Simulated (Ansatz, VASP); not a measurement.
# Two plane-wave programs on Si2Mo

```
Si Mo
1.0
    -1.60213    1.60213    3.90810
     1.60213   -1.60213    3.90810
     1.60213    1.60213   -3.90810
Si Mo
2 1
Cartesian
  0.0000 0.0000 5.1944
  0.0000 0.0000 2.6218
  0.0000 0.0000 0.0000
```

Alike in both runs: task single point; functional r2SCAN; k mesh 8 × 8 × 8; occupations gaussian, width 0.1 eV; no spin polarisation.

```csv
,VASP,Ansatz
version,VASP 6.6.1,Ansatz 0.2.0
potentials or method,"VASP PAW PBE potentials, release 64 (Si, Mo_sv), cutoff 520 eV","scalar-relativistic, plane waves, PAW"
valence electrons in the cell,22,22
```

|  | VASP | Ansatz | Ansatz less VASP |
| --- | --- | --- | --- |
| gap on the k mesh at the Fermi level (eV) | none | none | - |
| pressure (GPa) | 0.1 | -0.2 | -0.32 |
| traceless stress, the component that is largest in VASP (GPa) | 0.19 | 0.24 | +0.043 |
| rms of the force components (eV/Å) | 0.008 | 0.005 | -0.0032 |

VASP's potentials were made for PBE, not for r2SCAN. Atom by atom the forces differ by 0.003 eV/Å (rms over components). A gap of «none» marks a metal or a gap that the smearing closes. With one functional, cell and mesh, what is left measures potentials, basis and numerics.
